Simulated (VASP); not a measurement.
Write the native input for VASP 6.6.1 that does the following.

- Task: single point
- Functional: PBEsol
- Potentials or basis: VASP PAW PBE potentials, release 64 (K_sv, Nb_sv, Ta_pv, O)
- Cutoff: 520 eV
- k mesh: 1 × 1 × 1, shifted
- Occupations: fermi-dirac, width 0.05 eV
- Spin: no spin polarisation
- Dipole correction: no
- Further INCAR settings: LREAL = Auto; ALGO = Normal; EDIFF = 1e-07; NBANDS = 185; ISYM = 0

The structure of K8TaNb7O24 lies in POSCAR:

```
K8TaNb7O24
1.0
    8.0027130153      0.0000000000      0.0000000000
    0.0000000000      8.0027130153      0.0000000000
    0.0000000000      0.0000000000      8.0027130153
K Nb Ta O
8 7 1 24
Direct
    0.0032960000      0.0038840000      0.0041770000
    0.0029430000      0.0039660000      0.5041320000
    0.0029480000      0.5038380000      0.0042610000
    0.0026820000      0.5035750000      0.5038760000
    0.5028410000      0.0037320000      0.0040270000
    0.5029950000      0.0038840000      0.5044840000
    0.5029880000      0.5041900000      0.0041780000
    0.5030700000      0.5038420000      0.5041350000
    0.2556870000      0.2595240000      0.2598170000
    0.2586690000      0.2591760000      0.7598580000
    0.2586640000      0.7595620000      0.2594690000
    0.2582080000      0.7591080000      0.7593990000
    0.7586300000      0.2595180000      0.7568890000
    0.7586270000      0.7565760000      0.2598110000
    0.7582780000      0.7595570000      0.7598520000
    0.7553320000      0.2562240000      0.2565310000
    0.2461540000      0.2465840000      0.9964020000
    0.2461430000      0.2466270000      0.4963730000
    0.2456570000      0.7465630000      0.9962090000
    0.2456550000      0.7465600000      0.4961740000
    0.7461450000      0.2470230000      0.9972010000
    0.7461520000      0.2470280000      0.4971200000
    0.7456840000      0.7470430000      0.9963980000
    0.7457310000      0.7470250000      0.4963680000
    0.9959290000      0.2470400000      0.2473380000
    0.9951850000      0.2466290000      0.7473330000
    0.9951810000      0.7470310000      0.2469180000
    0.9949830000      0.7465550000      0.7468510000
    0.4960110000      0.2470360000      0.2473320000
    0.4952130000      0.2465840000      0.7473470000
    0.4952070000      0.7470380000      0.2468770000
    0.4950190000      0.7465530000      0.7468500000
    0.2461590000      0.9961030000      0.2468800000
    0.2456690000      0.9959160000      0.7468500000
    0.2461380000      0.4960750000      0.2469260000
    0.2456670000      0.4958780000      0.7468570000
    0.7461380000      0.9968950000      0.2473270000
    0.7456930000      0.9961000000      0.7473420000
    0.7461420000      0.4968190000      0.2473310000
    0.7457350000      0.4960700000      0.7473420000
```

One way to write it, as run:

INCAR

```
PREC = Accurate ; ENCUT = 520
EDIFF = 1E-7 ; ISMEAR = -1
SIGMA = 0.05 ; LREAL = Auto
LASPH = T ; NELM = 100
ALGO = Normal ; ISIF = 2
LWAVE = F ; LCHARG = F
GGA = PS ; ISYM = 0
NBANDS = 185
```

KPOINTS

```
Automatic mesh
0
Gamma
  1 1 1
  0.25 0.25 0.25
```

Potentials or basis: VASP PAW PBE potentials, release 64 (K_sv, Nb_sv, Ta_pv, O).

Command:

```bash
$ cat potpaw_PBE.64/K_sv/POTCAR potpaw_PBE.64/Nb_sv/POTCAR potpaw_PBE.64/Ta_pv/POTCAR potpaw_PBE.64/O/POTCAR > POTCAR
$ mpirun -np 1 vasp_std > vasp.out
```

Results of the run:

```
Pressure               : 0.1 GPa
Largest force          : 0.281 eV/Å
Band gap on the k mesh : 2.74 eV (least direct gap 2.77 eV)
```

Caveat: the PAW data sets were made with another functional, which shifts forces and pressure a little; spin-orbit coupling is left out, which moves the levels of the heavy elements; a shifted mesh leaves out Γ, where band edges can lie.

It took 13 min on 1 thread of Intel(R) Xeon(R) Platinum 8259CL CPU @ 2.50GHz (Skylake/Cascade Lake), with other jobs on the host, peak memory 0.64 GiB.
